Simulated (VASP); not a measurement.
# Ge (Cmmm) in VASP: a series of runs

Ge is run at these levels: LDA; tasks: single point.

Program: VASP 6.6.1. These are calculated values, not measurements. Logs are shortened: lines on timing, memory, paths and dates and some standing lists are left out, and cuts for length are marked.

## (1) The cell of the first run

The structure is orthorhombic, space group Cmmm (No. 65). Conventional cell: a = 2.794 Å, b = 5.201 Å, c = 2.698 Å, α = 90.00°, β = 90.00°, γ = 90.00°. Ge (site symmetry mmm) has 8 Ge at 2.70 to 2.95 Å within 3.6 Å.

## (2) Single point, LDA

INCAR reads:

```
PREC = Accurate
ENCUT = 520
EDIFF = 1E-6
ISMEAR = 1
SIGMA = 0.1
LREAL = F
LASPH = T
NELM = 80
ALGO = Normal
ISIF = 2
LWAVE = F
LCHARG = F
NBANDS = 13
```

KPOINTS reads:

```
Automatic mesh
0
Gamma
  3 3 3
```

POSCAR reads:

```
Ge
1.0
    1.3971490000     -2.6005160000      0.0000000000
    1.3971490000      2.6005160000      0.0000000000
    0.0000000000      0.0000000000      2.6982310000
Ge
1
Direct
    0.5000000000      0.5000000000      0.0000000000
```

Potentials or basis: VASP PAW LDA potentials, release 64 (Ge_d).

Run with:

```sh
cat potpaw_LDA.64/Ge_d/POTCAR > POTCAR
mpirun -np 1 vasp_std > vasp.out
```

OUTCAR:

```text
PREC = Accurate
   ENCUT = 520
   EDIFF = 1E-6
   ISMEAR = 1
   LREAL = F
   LASPH = T
   NELM = 80
   ISIF = 2

 ion  position               nearest neighbor table
   1  0.500  0.500  0.000-

  LATTYP: Found a base centered orthorhombic cell.
 ALAT       =     2.7942980000
 B/A-ratio  =     1.8613018368
 C/A-ratio  =     0.9656203454

  Lattice vectors:

 A1 = (   1.3971490000,  -2.6005160000,   0.0000000000)
 A2 = (   1.3971490000,   2.6005160000,   0.0000000000)
 A3 = (   0.0000000000,   0.0000000000,   2.6982310000)

Analysis of symmetry for initial positions (statically):
=====================================================================
 Subroutine PRICEL returns:
 Original cell was already a primitive cell.

 Routine SETGRP: Setting up the symmetry group for a
 base centered orthorhombic supercell.

 Subroutine GETGRP returns: Found  8 space group operations
 (whereof  8 operations were pure point group operations)
 out of a pool of  8 trial point group operations.

The static configuration has the point symmetry D_2h.

Analysis of symmetry for dynamics (positions and initial velocities):
=====================================================================
 Subroutine PRICEL returns:
 Original cell was already a primitive cell.

 Routine SETGRP: Setting up the symmetry group for a
 base centered orthorhombic supercell.

 Subroutine GETGRP returns: Found  8 space group operations
 (whereof  8 operations were pure point group operations)
 out of a pool of  8 trial point group operations.

The dynamic configuration has the point symmetry D_2h.

 Subroutine INISYM returns: Found  8 space group operations
 (whereof  8 operations are pure point group operations),
 and found     1 'primitive' translations

----------------------------------------------------------------------------------------

                                     Primitive cell

  volume of cell :      19.6070

  direct lattice vectors                    reciprocal lattice vectors
     1.397149000 -2.600516000  0.000000000     0.357871637 -0.192269534  0.000000000
     1.397149000  2.600516000  0.000000000     0.357871637  0.192269534  0.000000000
     0.000000000  0.000000000  2.698231000     0.000000000  0.000000000  0.370613191

  length of vectors
     2.952068562  2.952068562  2.698231000     0.406250763  0.406250763  0.370613191

  position of ions in fractional coordinates (direct lattice)
     0.500000000  0.500000000  0.000000000

[... 65 lines left out ...]
   ISYM   =      2    0-nonsym 1-usesym 2-fastsym
   POTIM  = 0.5000    time-step for ionic-motion
   TEBEG  =    0.0;   TEEND  =   0.0 temperature during run
   PSTRESS=    0.0 pullay stress
   NELECT =      14.0000    total number of electrons
   NUPDOWN=      -1.0000    fix difference up-down
   EMIN   =  10.00;   EMAX   =-10.00  energy-range for DOS
   EFERMI =   0.00;   METHOD = LEGACY
   ISMEAR =     1;   SIGMA  =   0.10  broadening in eV -4-tet -1-fermi 0-gaus
   EFERMI_NEDOS =   21; number of points for ismear=-14 and -15
   IALGO  =     38    algorithm
   IMIX   =      4    mixing-type and parameters
     AMIX     =   0.40;   BMIX     =  1.00
     AMIX_MAG =   1.60;   BMIX_MAG =  1.00
  volume/ion in A,a.u.               =      19.61       132.31
  Fermi-wavevector in a.u.,A,eV,Ry     =   1.463234  2.765111 29.130796  2.141053
  Thomas-Fermi vector in A             =   2.579353
   LORBIT       =      0    0 simple, 1 ext, 2 COOP (PROOUT), +10 PAW based schemes
   GGA     = CA    functional components
   LHFCALC =     F    Hartree Fock is set to
   AEXX    =    0.0000 exact exchange contribution
   IVDW    =     0    specifies the selected vdW correction
   LEPSILON=     F    determine dielectric tensor
   LRPA    =     F    only Hartree local field effects (RPA)
 non-spin polarized calculation
 Methfessel and Paxton  Order N= 1 SIGMA  =   0.10
  energy-cutoff  :      520.00
  volume of cell :       19.61
 maximum number of plane-waves:       539
 NGX is ok and might be reduce to    24
   NGX = 11   NGY = 11   NGZ = 11

 number of electron      14.0000003 magnetization

 Free energy of the ion-electron system (eV)
  ---------------------------------------------------
  ext. energy  EPLUGINS =         0.00000000
  ---------------------------------------------------
  free energy    TOTEN  =        -4.26131653 eV

  energy without entropy =       -4.25350960  energy(sigma->0) =       -4.25871422

 E-fermi :   5.1525     XC(G=0): -11.3344

 val. band max:        4.8139921785   @ k =  -0.3333   0.3333   0.3333
 cond. band min:       5.1674181497   @ k =   0.3333   0.0000   0.3333
 fundamental gap:      0.3534259712
 Fermi energy:         5.1524630668

 k-point     1 :       0.0000    0.0000    0.0000
  band No.  band energies     occupation
      1     -19.0453      2.00000
      2     -18.9015      2.00000
      3     -18.8514      2.00000
      4     -18.8035      2.00000
      5     -18.8020      2.00000
      6      -6.9496      2.00000
      7      12.4668      0.00000
      8      12.9632      0.00000
      9      14.4133      0.00000
     10      16.1450      0.00000
     11      18.4994      0.00000
     12      20.7630      0.00000
     13      21.0585      0.00000
[... 98 lines left out ...]
  band No.  band energies     occupation
      1     -18.9331      2.00000
      2     -18.8974      2.00000
      3     -18.8588      2.00000
      4     -18.8133      2.00000
      5     -18.7834      2.00000
      6      -2.5198      2.00000
      7       4.8140      2.00002
      8       5.8995     -0.00000
      9      13.5192      0.00000
     10      14.0417      0.00000
     11      17.9887      0.00000
     12      23.5228      0.00000
     13      24.4067      0.00000

------------------------ aborting loop because EDIFF is reached ----------------------------------------

  FORCE on cell =-STRESS in cart. coord.  units (eV):
  Direction    XX          YY          ZZ          XY          YZ          ZX
  --------------------------------------------------------------------------------------
  -------------------------------------------------------------------------------------
  Total       -0.3624858     -1.5148937     -1.0214842      0.0000000      0.0000000      0.0000000
  in kB      -29.6203550   -123.7888015    -83.4700817      0.0000000      0.0000000      0.0000000
  external PRESSURE =     -78.9597461 kB  Pullay stress =       0.0000000 kB

 VOLUME and BASIS-vectors are now :
 -----------------------------------------------------------------------------
  energy-cutoff  :      520.00
  volume of cell :       19.61
      direct lattice vectors                 reciprocal lattice vectors
     1.397149000 -2.600516000  0.000000000     0.357871637 -0.192269534  0.000000000
     1.397149000  2.600516000  0.000000000     0.357871637  0.192269534  0.000000000
     0.000000000  0.000000000  2.698231000     0.000000000  0.000000000  0.370613191

 POSITION                                       TOTAL-FORCE (eV/Angst)
 -----------------------------------------------------------------------------------
      1.39715      0.00000      0.00000         0.000000      0.000000      0.000000
 -----------------------------------------------------------------------------------
    total drift:                               -0.000000     -0.000000     -0.000000

  FREE ENERGIE OF THE ION-ELECTRON SYSTEM (eV)
  ---------------------------------------------------
  free  energy   TOTEN  =        -4.2613165274 eV

  energy  without entropy=       -4.2535096046  energy(sigma->0) =       -4.25871422
```

OSZICAR:

```text
N       E                     dE             d eps       ncg     rms          rms(c)
DAV:   1     0.684981185587E+02    0.68498E+02   -0.71984E+03   213   0.279E+03
DAV:   2     0.193425406419E+01   -0.66564E+02   -0.64375E+02   213   0.453E+02
DAV:   3    -0.419500208921E+01   -0.61293E+01   -0.60392E+01   228   0.740E+01
DAV:   4    -0.428831435835E+01   -0.93312E-01   -0.93280E-01   248   0.102E+01
DAV:   5    -0.428919599095E+01   -0.88163E-03   -0.88163E-03   223   0.108E+00    0.140E+00
DAV:   6    -0.426938234490E+01    0.19814E-01   -0.13995E-02   253   0.234E+00    0.761E-01
DAV:   7    -0.426158956731E+01    0.77928E-02   -0.10184E-02   253   0.144E+00    0.888E-02
DAV:   8    -0.426132017058E+01    0.26940E-03   -0.84694E-04   243   0.663E-01    0.318E-02
DAV:   9    -0.426131664671E+01    0.35239E-05   -0.15447E-05   306   0.549E-02    0.915E-03
DAV:  10    -0.426131652742E+01    0.11928E-06   -0.66228E-07   159   0.118E-02
   1 F= -.42613165E+01 E0= -.42587142E+01  d E =-.780692E-02
```

stdout:

```text
POSCAR found type information on POSCAR Ge
 POSCAR found :  1 types and       1 ions
 scaLAPACK will be used
 LDA part: xc-table for (Slater(with rela. corr.)+CA(PZ))
 , standard interpolation
 POSCAR, INCAR and KPOINTS ok, starting setup
 FFT: planning ... GRIDC
 FFT: planning ... GRID_SOFT
 FFT: planning ... GRID
 WAVECAR not read
 entering main loop
```

Wall time 3.1 s (1 thread of AMD EPYC 9R45 (Zen 5), shared host); peak memory 0.09 GiB.

Results:

```
Free energy            : -4.2613 eV
Pressure               : -7.9 GPa
Band gap on the k mesh : zero (band 7 reaches 12.47 eV, above the bottom of band 8 at 2.79 eV)
```

Stress tensor (GPa, compression positive):
```
 -2.96   0.00   0.00
  0.00 -12.38   0.00
  0.00   0.00  -8.35
```

Levels at points of the mesh, in eV from the Fermi level:
```tsv
k point	band 3	band 4	band 5	band 6	band 7	band 8	band 9	band 10	band 11	band 12
(0.00, 0.00, 0.00)	-24.00	-23.96	-23.95	-12.10	7.31	7.81	9.26	10.99	13.35	15.61
```

Caveat: the k points lie up to 0.85 Å⁻¹ apart.

## (3) Single point, LDA

INCAR reads:

```
SYSTEM = Ge
PREC = Accurate
ENCUT = 520
EDIFF = 1E-6
ISMEAR = 1
SIGMA = 0.1
LREAL = .FALSE.
LASPH = .TRUE.
NELM = 60
ALGO = Normal
ISIF = 2
LWAVE = .FALSE.
LCHARG = .FALSE.
NBANDS = 13
```

KPOINTS reads:

```
Automatic mesh
0
G
  4 4 4
  0 0 0
```

POSCAR is that of step 2.

Potentials or basis: VASP PAW LDA potentials, release 64 (Ge_d).

Run with:

```sh
cat potpaw_LDA.64/Ge_d/POTCAR > POTCAR
mpirun -np 1 vasp_std > vasp.out
```

It took 4.8 s on 1 thread of AMD EPYC 9R45 (Zen 5), shared host; peak memory 0.09 GiB.

It converged, with:

| Quantity | Value |
| --- | --- |
| Free energy | -4.7046 eV |
| Pressure | -4.0 GPa |
| Band gap on the k mesh | zero (band 7 reaches 12.53 eV, above the bottom of band 8 at 3.69 eV) |

Stress tensor (GPa, compression positive):
```
 -4.20   0.00   0.00
  0.00   7.41   0.00
  0.00   0.00 -15.13
```

Levels at points of the mesh, in eV from the Fermi level:
```csv
k point,band 4,band 5,band 6,band 7,band 8,band 9,band 10,band 11
"(0.00, 0.00, 0.00)",-25.05,-25.02,-13.31,6.15,6.58,8.10,9.81,12.11
"(0.50, 0.00, 0.00)",-25.06,-25.04,-8.30,-5.69,2.95,7.10,9.94,16.07
"(0.50, 0.50, 0.00)",-25.05,-25.03,-9.14,-5.92,4.72,8.78,9.30,15.35
"(0.00, 0.00, 0.50)",-25.09,-25.07,-9.56,-6.10,9.36,10.87,15.66,15.67
"(0.50, 0.00, 0.50)",-25.04,-24.96,-4.19,-2.65,-2.06,3.29,5.78,11.24
"(0.50, 0.50, 0.50)",-25.05,-24.98,-5.13,-2.82,-2.69,2.89,7.56,13.04
```

Caveat: the k points lie up to 0.64 Å⁻¹ apart.

## (4) Single point, LDA

INCAR, as its differences from that of step 3:

```diff
@@ -8,3 +8,3 @@
 LASPH = .TRUE.
-NELM = 60
+NELM = 80
 ALGO = Normal
@@ -13,2 +13,3 @@
 LCHARG = .FALSE.
+GGA = CA
 NBANDS = 13
```

KPOINTS reads:

```
Automatic mesh
0
G
  6 6 5
  0 0 0
```

POSCAR is that of step 3.

Potentials or basis: VASP PAW LDA potentials, release 64 (Ge_d).

Run with:

```sh
cat potpaw_LDA.64/Ge_d/POTCAR > POTCAR
mpirun -np 1 vasp_std > vasp.out
```

OUTCAR:

```text
SYSTEM = Ge
   PREC = Accurate
   ENCUT = 520
   EDIFF = 1E-6
   ISMEAR = 1
   LREAL = .FALSE.
   LASPH = .TRUE.
   NELM = 80
   ISIF = 2
   GGA = CA

 ion  position               nearest neighbor table
   1  0.500  0.500  0.000-

  LATTYP: Found a base centered orthorhombic cell.
 ALAT       =     2.7942980000
 B/A-ratio  =     1.8613018368
 C/A-ratio  =     0.9656203454

  Lattice vectors:

 A1 = (   1.3971490000,  -2.6005160000,   0.0000000000)
 A2 = (   1.3971490000,   2.6005160000,   0.0000000000)
 A3 = (   0.0000000000,   0.0000000000,   2.6982310000)

[... 555 lines left out ...]
      6      -2.1892      2.00000
      7       2.7239      2.00000
      8       7.8907     -0.00000
      9      10.6512      0.00000
     10      16.4194      0.00000
     11      20.6343      0.00000
     12      22.1763      0.00000
     13      26.6915      0.00000

 [... further k-points ...]
[... 5 lines left out ...]
  --------------------------------------------------------------------------------------
  -------------------------------------------------------------------------------------
  Total       -0.0176175     -1.5062184      0.1462728     -0.0000000      0.0000000      0.0000000
  in kB       -1.4396085   -123.0799091     11.9526075     -0.0000000      0.0000000      0.0000000
  external PRESSURE =     -37.5223034 kB  Pullay stress =       0.0000000 kB

 VOLUME and BASIS-vectors are now :
 -----------------------------------------------------------------------------
  energy-cutoff  :      520.00
  volume of cell :       19.61
      direct lattice vectors                 reciprocal lattice vectors
     1.397149000 -2.600516000  0.000000000     0.357871637 -0.192269534  0.000000000
     1.397149000  2.600516000  0.000000000     0.357871637  0.192269534  0.000000000
     0.000000000  0.000000000  2.698231000     0.000000000  0.000000000  0.370613191

 POSITION                                       TOTAL-FORCE (eV/Angst)
 -----------------------------------------------------------------------------------
      1.39715      0.00000      0.00000         0.000000     -0.000000      0.000000
 -----------------------------------------------------------------------------------
    total drift:                               -0.000000     -0.000000     -0.000000

  FREE ENERGIE OF THE ION-ELECTRON SYSTEM (eV)
  ---------------------------------------------------
  free  energy   TOTEN  =        -4.9492549546 eV

  energy  without entropy=       -4.9483640074  energy(sigma->0) =       -4.94895797
```

OSZICAR:

```text
N       E                     dE             d eps       ncg     rms          rms(c)
DAV:   1     0.600751171956E+02    0.60075E+02   -0.71566E+03  1141   0.287E+03
DAV:   2     0.483523784580E+00   -0.59592E+02   -0.56803E+02  1084   0.390E+02
DAV:   3    -0.489241167858E+01   -0.53759E+01   -0.53558E+01  1149   0.706E+01
DAV:   4    -0.496716602716E+01   -0.74754E-01   -0.74745E-01  1194   0.884E+00
DAV:   5    -0.496794229937E+01   -0.77627E-03   -0.77627E-03  1164   0.104E+00    0.138E+00
DAV:   6    -0.495484522481E+01    0.13097E-01   -0.75079E-03  1257   0.182E+00    0.766E-01
DAV:   7    -0.494938560800E+01    0.54596E-02   -0.62043E-03  1284   0.138E+00    0.676E-02
DAV:   8    -0.494925832717E+01    0.12728E-03   -0.64276E-04  1234   0.500E-01    0.243E-02
DAV:   9    -0.494925534147E+01    0.29857E-05   -0.10376E-05  1117   0.351E-02    0.951E-03
DAV:  10    -0.494925495463E+01    0.38684E-06   -0.12390E-06   963   0.198E-02
   1 F= -.49492550E+01 E0= -.49489580E+01  d E =-.890947E-03
```

stdout:

```text
POSCAR found type information on POSCAR Ge
 POSCAR found :  1 types and       1 ions
 scaLAPACK will be used
 LDA part: xc-table for (Slater(with rela. corr.)+CA(PZ))
 , standard interpolation
 POSCAR, INCAR and KPOINTS ok, starting setup
 FFT: planning ... GRIDC
 FFT: planning ... GRID_SOFT
 FFT: planning ... GRID
 WAVECAR not read
 entering main loop
```

Run time: 7.3 s. Hardware: 1 thread of AMD EPYC 9R45 (Zen 5), shared host; peak memory 0.09 GiB.

What came out:

```yaml
Free_energy: -4.9493 eV
Pressure: -3.8 GPa
Band_gap_on_the_k_mesh: zero (band 7 reaches 12.56 eV, above the bottom of band 8 at 2.78 eV)
```

Stress tensor (GPa, compression positive):
```
 -0.14   0.00   0.00
  0.00 -12.31   0.00
  0.00   0.00   1.20
```

Caveat: the k points lie up to 0.47 Å⁻¹ apart.

## (5) Single point, LDA

INCAR, as its differences from that of step 4:

```diff
@@ -3,3 +3,3 @@
 ENCUT = 520
-EDIFF = 1E-6
+EDIFF = 1E-7
 ISMEAR = 1
```

KPOINTS reads:

```
Automatic mesh
0
G
  7 7 7
  0 0 0
```

POSCAR is that of step 4.

Run with:

```sh
cat potpaw_LDA.64/Ge_d/POTCAR > POTCAR
mpirun -np 1 vasp_std > vasp.out
```

Wall time 12 s (1 thread of AMD EPYC 9R45 (Zen 5), shared host); peak memory 0.1 GiB.

It converged, with:

```yaml
Free_energy: -4.9738 eV
Pressure: -6.0 GPa
Band_gap_on_the_k_mesh: zero (band 7 reaches 12.54 eV, above the bottom of band 8 at 4.07 eV)
```

Stress tensor (GPa, compression positive):
```
 -5.07   0.00   0.00
  0.00 -10.08   0.00
  0.00   0.00  -2.97
```

Levels at points of the mesh, in eV from the Fermi level:
```csv
k point,band 5,band 6,band 7,band 8,band 9,band 10
"(0.00, 0.00, 0.00)",-24.42,-12.69,6.78,7.21,8.70,10.44
```

Caveat: the k points lie up to 0.36 Å⁻¹ apart.

## (6) Single point, LDA

INCAR reads:

```
ALGO = Normal
EDIFF = 1E-6
ENCUT = 520
ISIF = 2
ISMEAR = 1
LASPH = T
LCHARG = T
LELF = T
LREAL = F
LVHAR = T
LWAVE = F
NBANDS = 13
NELM = 60
PREC = Accurate
SIGMA = 0.1
```

KPOINTS reads:

```
k-points
0
Gamma
  9 9 8
```

POSCAR is that of step 5.

Potentials or basis: VASP PAW LDA potentials, release 64 (Ge_d).

Run with:

```sh
cat potpaw_LDA.64/Ge_d/POTCAR > POTCAR
mpirun -np 1 vasp_std > vasp.out
```

It took 21 s on 1 thread of AMD EPYC 9R45 (Zen 5), shared host; peak memory 0.11 GiB.

It converged, with:

| Property | Result |
| --- | --- |
| Free energy | -4.9299 eV |
| Pressure | -5.6 GPa |
| Band gap on the k mesh | zero (band 7 reaches 12.52 eV, above the bottom of band 8 at 2.79 eV) |

Stress tensor (GPa, compression positive):
```
-5.88  0.00  0.00
 0.00 -5.63  0.00
 0.00  0.00 -5.43
```

Levels at points of the mesh, in eV from the Fermi level:
| k point | band 5 | band 6 | band 7 | band 8 | band 9 | band 10 |
| --- | --- | --- | --- | --- | --- | --- |
| (0.00, 0.00, 0.00) | -24.71 | -12.97 | 6.48 | 6.93 | 8.42 | 10.15 |
| (0.00, 0.00, 0.50) | -24.74 | -9.22 | -5.77 | 9.71 | 11.19 | 16.00 |

[end of part 1 of 2]
